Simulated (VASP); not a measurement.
# Rb (I4/mmm) in VASP: single point with PBEsol

Aim: the single point of Rb with PBEsol.

Everything below comes from runs of VASP 6.6.1. Logs are shortened: lines on timing, memory, paths and dates and some standing lists are left out, and cuts for length are marked.

## 1. The cell of the first run

It takes space group I4/mmm (No. 139, tetragonal). The conventional cell has a = 5.388 Å, b = 5.388 Å, c = 5.612 Å, α = 90.00°, β = 90.00°, γ = 90.00°.

## 2. Single point, PBEsol (strain -0.040 along x and y, +0.000 along z)

The input, INCAR:

```
ALGO = Fast ; EDIFF = 1E-7
ENCUT = 520 ; GGA = PS
ISIF = 2 ; ISMEAR = 0
LASPH = T ; LCHARG = F
LREAL = F ; LWAVE = F
NBANDS = 10 ; NELM = 100
PREC = Accurate ; SIGMA = 0.15
```

The input, KPOINTS:

```
k-points
0
Gamma
  12 12 12
```

The input, POSCAR:

```
Rb
1.0
   -2.6937600000      2.6937600000      2.8060000000
    2.6937600000     -2.6937600000      2.8060000000
    2.6937600000      2.6937600000     -2.8060000000
Rb
1
Direct
    0.0000000000      0.0000000000      0.0000000000
```

Potentials or basis: VASP PAW PBE potentials, release 64 (Rb_sv).

Started as:

```sh
$ cat potpaw_PBE.64/Rb_sv/POTCAR > POTCAR
$ mpirun -np 1 vasp_std > vasp.out
```

OUTCAR:

```text
EDIFF = 1E-7
   ENCUT = 520
   GGA = PS
   ISIF = 2
   ISMEAR = 0
   LASPH = T
   LREAL = F
   NELM = 100
   PREC = Accurate

 ion  position               nearest neighbor table
   1  0.000  0.000  0.000-

  LATTYP: Found a body centered tetragonal cell.
 ALAT       =     5.3875200000
 C/A-ratio  =     1.0416666667

  Lattice vectors:

 A1 = (  -2.6937600000,   2.6937600000,   2.8060000000)
 A2 = (   2.6937600000,  -2.6937600000,   2.8060000000)
 A3 = (   2.6937600000,   2.6937600000,  -2.8060000000)

Analysis of symmetry for initial positions (statically):
=====================================================================
 Subroutine PRICEL returns:
 Original cell was already a primitive cell.

 Routine SETGRP: Setting up the symmetry group for a
 body centered tetragonal supercell.

 Subroutine GETGRP returns: Found 16 space group operations
 (whereof 16 operations were pure point group operations)
 out of a pool of 16 trial point group operations.

The static configuration has the point symmetry D_4h.

Analysis of symmetry for dynamics (positions and initial velocities):
=====================================================================
 Subroutine PRICEL returns:
 Original cell was already a primitive cell.

 Routine SETGRP: Setting up the symmetry group for a
 body centered tetragonal supercell.

 Subroutine GETGRP returns: Found 16 space group operations
 (whereof 16 operations were pure point group operations)
 out of a pool of 16 trial point group operations.

The dynamic configuration has the point symmetry D_4h.

 Subroutine INISYM returns: Found 16 space group operations
 (whereof 16 operations are pure point group operations),
 and found     1 'primitive' translations

----------------------------------------------------------------------------------------

                                     Primitive cell

  volume of cell :      81.4452

  direct lattice vectors                    reciprocal lattice vectors
    -2.693760000  2.693760000  2.806000000     0.000000000  0.185614160  0.178189594
     2.693760000 -2.693760000  2.806000000     0.185614160  0.000000000  0.178189594
     2.693760000  2.693760000 -2.806000000     0.185614160  0.185614160  0.000000000

  length of vectors
     4.731418590  4.731418590  4.731418590     0.257301667  0.257301667  0.262498063

  position of ions in fractional coordinates (direct lattice)
     0.000000000  0.000000000  0.000000000

  ion indices of the primitive-cell ions
   primitive index   ion index
                 1           1

----------------------------------------------------------------------------------------

 KPOINTS: k-points

Automatic generation of k-mesh.
 Grid dimensions read from file:
 generate k-points for:   12   12   12

 Generating k-lattice:

  Cartesian coordinates                     Fractional coordinates (reciprocal lattice)
     0.000000000  0.015467847  0.014849133     0.083333333  0.000000000 -0.000000000
     0.015467847  0.000000000  0.014849133     0.000000000  0.083333333 -0.000000000
     0.015467847  0.015467847  0.000000000     0.000000000  0.000000000  0.083333333

  Length of vectors
     0.021441806  0.021441806  0.021874839

  Shift w.r.t. Gamma in fractional coordinates (k-lattice)
     0.000000000  0.000000000  0.000000000

 Subroutine IBZKPT returns following result:
 ===========================================

 Found    163 irreducible k-points:

 Following reciprocal coordinates:
            Coordinates               Weight
  0.000000  0.000000  0.000000      1.000000
  0.083333  0.000000  0.000000      8.000000
  0.166667 -0.000000  0.000000      8.000000
  0.250000 -0.000000  0.000000      8.000000
  0.333333  0.000000  0.000000      8.000000
  0.416667  0.000000  0.000000      8.000000
[... 16 lines left out ...]
  0.500000  0.166667  0.000000     16.000000
 -0.416667  0.166667  0.000000     16.000000
 [... further k-points ...]
   k-points           NKPTS =    163   k-points in BZ     NKDIM =    163   number of bands    NBANDS=     10
   number of dos      NEDOS =    301   number of ions     NIONS =      1
   total plane-waves  NPLWV =  46656
   dimension x,y,z NGX =    36 NGY =   36 NGZ =   36
   dimension x,y,z NGXF=    72 NGYF=   72 NGZF=   72
   ions per type =               1
   NGX,Y,Z   is equivalent  to a cutoff of  12.65, 12.65, 12.65 a.u.
   NGXF,Y,Z  is equivalent  to a cutoff of  25.30, 25.30, 25.30 a.u.
 SYSTEM =  unknown system
   PREC   = accura    normal or accurate (medium, high low for compatibility)
   ISTART =      0    job   : 0-new  1-cont  2-samecut
   ICHARG =      2    charge: 1-file 2-atom 10-const
   ISPIN  =      1    spin polarized calculation?
   LNONCOLLINEAR =      F non collinear calculations
   LSORBIT =      F    spin-orbit coupling
   LASPH  =      T    aspherical Exc in radial PAW
   ENCUT  =  520.0 eV  38.22 Ry    6.18 a.u.   8.80  8.80  8.80*2*pi/ulx,y,z
   NELM   =    100;   NELMIN=  2; NELMDL= -5     # of ELM steps
   EDIFF  = 0.1E-06   stopping-criterion for ELM
   LREAL  =      F    real-space projection
   EDIFFG = 0.1E-05   stopping-criterion for IOM
   NSW    =      0    number of steps for IOM
   IBRION =     -1    ionic relax: 0-MD 1-quasi-New 2-CG
   NFREE  =      0    steps in history (QN), initial steepest desc. (CG)
   ISIF   =      2    stress and relaxation
   ISYM   =      2    0-nonsym 1-usesym 2-fastsym
   POTIM  = 0.5000    time-step for ionic-motion
   TEBEG  =    0.0;   TEEND  =   0.0 temperature during run
   PSTRESS=    0.0 pullay stress
   NELECT =       9.0000    total number of electrons
   NUPDOWN=      -1.0000    fix difference up-down
   EMIN   =  10.00;   EMAX   =-10.00  energy-range for DOS
   EFERMI =   0.00;   METHOD = LEGACY
   ISMEAR =     0;   SIGMA  =   0.15  broadening in eV -4-tet -1-fermi 0-gaus
   EFERMI_NEDOS =   21; number of points for ismear=-14 and -15
   IALGO  =     68    algorithm
   IMIX   =      4    mixing-type and parameters
     AMIX     =   0.40;   BMIX     =  1.00
     AMIX_MAG =   1.60;   BMIX_MAG =  1.00
  volume/ion in A,a.u.               =      81.45       549.62
  Fermi-wavevector in a.u.,A,eV,Ry     =   0.785598  1.484565  8.397035  0.617165
  Thomas-Fermi vector in A             =   1.889967
   LORBIT       =      0    0 simple, 1 ext, 2 COOP (PROOUT), +10 PAW based schemes
   GGA     = PS    functional components
   LHFCALC =     F    Hartree Fock is set to
   AEXX    =    0.0000 exact exchange contribution
   IVDW    =     0    specifies the selected vdW correction
   LEPSILON=     F    determine dielectric tensor
   LRPA    =     F    only Hartree local field effects (RPA)
 non-spin polarized calculation
 RMM-DIIS sequential band-by-band and
 Gauss-broadening in eV      SIGMA  =   0.15
  energy-cutoff  :      520.00
  volume of cell :       81.45
 maximum number of plane-waves:      2210
   NGX = 17   NGY = 17   NGZ = 17

 number of electron       9.0000000 magnetization

 Free energy of the ion-electron system (eV)
  ---------------------------------------------------
  ext. energy  EPLUGINS =         0.00000000
  ---------------------------------------------------
  free energy    TOTEN  =        -1.02607540 eV

  energy without entropy =       -1.01502810  energy(sigma->0) =       -1.02055175

 E-fermi :   0.1973     XC(G=0):  -5.8047

 val. band max:        0.1910266072   @ k =   0.5000   0.3333   0.0833
 cond. band min:       0.2121016452   @ k =   0.5000   0.2500   0.0000
 fundamental gap:      0.0210750380
 Fermi energy:         0.1972885507

 k-point     1 :       0.0000    0.0000    0.0000
  band No.  band energies     occupation
      1     -28.5990      2.00000
      2     -12.6324      2.00000
      3     -12.6324      2.00000
      4     -12.6321      2.00000
      5      -1.9260      2.00000
      6       3.9136      0.00000
      7       3.9136      0.00000
      8       4.1319      0.00000
      9       4.8536      0.00000
     10       5.1623      0.00000

 k-point     2 :       0.0833    0.0000    0.0000
  band No.  band energies     occupation
      1     -28.5985      2.00000
      2     -12.6421      2.00000
      3     -12.6354      2.00000
      4     -12.6322      2.00000
      5      -1.8360      2.00000
      6       3.7886      0.00000
      7       3.8631      0.00000
      8       4.1483      0.00000
      9       4.7026      0.00000
     10       5.0832      0.00000

 k-point     3 :       0.1667   -0.0000    0.0000
  band No.  band energies     occupation
      1     -28.5972      2.00000
      2     -12.6687      2.00000
      3     -12.6436      2.00000
      4     -12.6321      2.00000
      5      -1.5728      2.00000
      6       3.3215      0.00000
      7       3.6210      0.00000
      8       4.3728      0.00000
      9       4.6347      0.00000
     10       4.9912      0.00000

 k-point     4 :       0.2500   -0.0000    0.0000
  band No.  band energies     occupation
      1     -28.5954      2.00000
      2     -12.7045      2.00000
      3     -12.6547      2.00000
      4     -12.6320      2.00000
      5      -1.1567      2.00000
      6       2.6877      0.00000
      7       3.3304      0.00000
      8       4.7368      0.00000
      9       4.7867      0.00000
     10       4.9760      0.00000
[... 222 lines left out ...]
 k-point    22 :       0.4167    0.1667    0.0000
  band No.  band energies     occupation
      1     -28.5914      2.00000
      2     -12.7616      2.00000
      3     -12.6901      2.00000
      4     -12.6430      2.00000
      5       0.6730      0.00001
      6       1.1003      0.00000
      7       2.4921      0.00000
      8       4.3858      0.00000
      9       5.5162      0.00000
     10       5.6535      0.00000

 k-point    23 :       0.5000    0.1667    0.0000
  band No.  band energies     occupation
      1     -28.5918      2.00000
      2     -12.7565      2.00000
      3     -12.6851      2.00000
      4     -12.6435      2.00000
      5       0.2360      0.71505
      6       1.5107      0.00000
      7       2.5518      0.00000
      8       4.4818      0.00000
      9       5.2605      0.00000
     10       5.7900      0.00000

 k-point    24 :      -0.4167    0.1667    0.0000
  band No.  band energies     occupation
      1     -28.5929      2.00000
      2     -12.7407      2.00000
      3     -12.6728      2.00000
      4     -12.6433      2.00000
      5      -0.3606      2.00000
      6       2.0628      0.00000
      7       2.7058      0.00000
      8       4.5920      0.00000
      9       5.0872      0.00000
     10       5.6172      0.00000

 [... further k-points ...]
[... 5 lines left out ...]
  --------------------------------------------------------------------------------------
  -------------------------------------------------------------------------------------
  Total        0.1017478      0.1017478      0.0966313      0.0000000      0.0000000      0.0000000
  in kB        2.0015677      2.0015677      1.9009160      0.0000000      0.0000000      0.0000000
  external PRESSURE =       1.9680171 kB  Pullay stress =       0.0000000 kB

 VOLUME and BASIS-vectors are now :
 -----------------------------------------------------------------------------
  energy-cutoff  :      520.00
  volume of cell :       81.45
      direct lattice vectors                 reciprocal lattice vectors
    -2.693760000  2.693760000  2.806000000     0.000000000  0.185614160  0.178189594
     2.693760000 -2.693760000  2.806000000     0.185614160  0.000000000  0.178189594
     2.693760000  2.693760000 -2.806000000     0.185614160  0.185614160  0.000000000

 POSITION                                       TOTAL-FORCE (eV/Angst)
 -----------------------------------------------------------------------------------
      0.00000      0.00000      0.00000        -0.000000      0.000000     -0.000000
 -----------------------------------------------------------------------------------
    total drift:                               -0.000000      0.000000      0.000000

  FREE ENERGIE OF THE ION-ELECTRON SYSTEM (eV)
  ---------------------------------------------------
  free  energy   TOTEN  =        -1.0260754023 eV

  energy  without entropy=       -1.0150281010  energy(sigma->0) =       -1.02055175
```

Run time: 90 s. Hardware: 1 thread of Intel Xeon Platinum 8375C at 2.90GHz (Ice Lake), shared host; peak memory 0.28 GiB.

Results:

```
Free energy : -1.0261 eV
Pressure    : 0.2 GPa
```

Levels at points of the mesh, in eV from the Fermi level:
```
           k point  band 3  band 4  band 5  band 6  band 7  band 8
(0.00, 0.00, 0.00)  -12.83  -12.83   -2.12    3.72    3.72    3.93
(0.50, 0.00, 0.00)  -12.87  -12.83    0.19    0.84    2.68    4.42
(0.50, 0.50, 0.00)  -12.88  -12.83    0.26    0.94    2.45    4.63
(0.50, 0.50, 0.50)  -12.93  -12.93    1.12    1.25    3.27    3.69
```

Caveat: the cell differs from its parent crystal (strain -0.040 along x and y, +0.000 along z); the PAW data sets were made with another functional, which shifts forces and pressure a little.
